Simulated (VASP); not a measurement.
The system is EuBi.

```
CELL_PARAMETERS angstrom
4.23108 0.00000 0.00000
-2.11554 3.66422 0.00000
0.00000 0.00000 4.79887
ATOMIC_POSITIONS crystal
Eu 0.00000 0.00000 0.00000
Bi 0.66667 0.33333 0.50000
```

Base run:

| Item | Value |
| --- | --- |
| Program | VASP 6.6.1 |
| Functional | PBE |
| Potentials or basis | VASP PAW PBE potentials, release 64 (Eu, Bi_d) |
| Cutoff | 520 eV |
| k mesh | 8 × 8 × 8 |
| Occupations | gaussian, width 0.05 eV |
| Spin | collinear spin, ferromagnetic start |
| Starting moments | [0.5, 0.0] μB |
| Hubbard terms | Eu f U = 6.0 eV |

Its results: pressure 0.1 GPa.

Q: The run is repeated on the same cell with these changes: spin from collinear spin, ferromagnetic start to no spin polarisation; further incar settings from ALGO = Normal; EDIFF = 1e-07; NBANDS = 27 to ALGO = Normal; EDIFF = 1e-06; NBANDS = 23. What comes out?

A: Pressure -3.7 GPa.

Caveats: the cell stands under tension (at least some runs); U without spin polarisation on a metal has little footing (at least some runs).
